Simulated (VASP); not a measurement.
Wanted: the native input for a VASP 6.6.1 run.

* Task: single point
* Functional: PBE
* Potentials or basis: VASP PAW PBE potentials, release 64 (Ta_pv, N)
* Cutoff: 520 eV
* k mesh: 8 × 8 × 8
* Occupations: gaussian, width 0.15 eV
* Spin: no spin polarisation
* Dipole correction: no
* Further INCAR settings: ALGO = Normal; EDIFF = 1e-07; NBANDS = 15

The structure of TaN lies in POSCAR:

```
TaN
1.0
    0.0000000000      2.1790000000      2.1790000000
    2.1790000000      0.0000000000      2.1790000000
    2.1790000000      2.1790000000      0.0000000000
Ta N
1 1
Direct
    0.4944300000      0.5071800000      0.4927300000
    0.0264700000      0.9971200000      0.9852200000
```

The input as run:

INCAR

```
ALGO = Normal
EDIFF = 1E-7
ENCUT = 520
GGA = PE
ISIF = 2
ISMEAR = 0
LASPH = T
LCHARG = F
LREAL = F
LWAVE = F
NBANDS = 15
NELM = 60
PREC = Accurate
SIGMA = 0.15
```

KPOINTS

```
k-points
0
Gamma
  8 8 8
```

Potentials or basis: VASP PAW PBE potentials, release 64 (Ta_pv, N).

Launch:

```bash
$ cat potpaw_PBE.64/Ta_pv/POTCAR potpaw_PBE.64/N/POTCAR > POTCAR
$ mpirun -np 1 vasp_std > vasp.out
```

Results of the run:

```yaml
Pressure: 17.0 GPa
Largest_force: 0.841 eV/Å
Band_gap_on_the_k_mesh: zero (band 8 reaches 11.86 eV, above the bottom of band 9 at 7.78 eV)
```

Caveat: spin-orbit coupling is left out, which moves the levels of the heavy elements.

It took 39 s on 1 thread of Intel(R) Xeon(R) Platinum 8488C (Sapphire Rapids) (shared host), peak memory 0.2 GiB.
